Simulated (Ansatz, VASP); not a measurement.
NiO in VASP and in Ansatz

```
Ni O
1.0
     3.18120    0.00000    0.00000
    -1.59060    2.75500    0.00000
     0.00000    0.00000    5.19735
Ni O
2 2
Direct
  0.00000 0.00000 0.00330
  0.33333 0.66667 0.50330
  0.00000 0.00000 0.37170
  0.33333 0.66667 0.87170
```

Alike in both runs: task single point; functional r2SCAN; k mesh 6 × 6 × 4; occupations gaussian, width 0.1 eV; collinear spin.

|  | VASP | Ansatz |
| --- | --- | --- |
| version | VASP 6.6.1 | Ansatz 0.2.0 |
| potentials or method | VASP PAW PBE potentials, release 64 (Ni, O), cutoff 520 eV | scalar-relativistic, plane waves, PAW |
| valence electrons in the cell | 32 | 48 |

|  | VASP | Ansatz | Ansatz less VASP |
| --- | --- | --- | --- |
| gap on the k mesh at the Fermi level (eV) | none | none | - |
| pressure (GPa) | -5.2 | -5.2 | +0.05 |
| traceless stress, the component that is largest in VASP (GPa) | 5.78 | 6.02 | +0.245 |
| rms of the force components (eV/Å) | 0.175 | 0.166 | -0.0083 |
| net moment per atom (μB) | 1.00 | 1.00 | 0.000 |
| size of the moment on the site where the two differ most (μB) | 1.60 | 1.57 | -0.033 |

VASP's potentials were made for PBE, not for r2SCAN. Site moments also hang on the region over which each program counts them. Atom by atom the forces differ by 0.008 eV/Å (rms over components). A gap of «none» marks a metal or a gap that the smearing closes. VASP's potentials hold 32 valence electrons a cell and Ansatz's 48, so a difference there can come from the potentials and not from the codes. Ansatz's warnings: stability check not made, structure snapped to symmetry.

The k mesh is coarse, so the values compare programs but aren't converged.
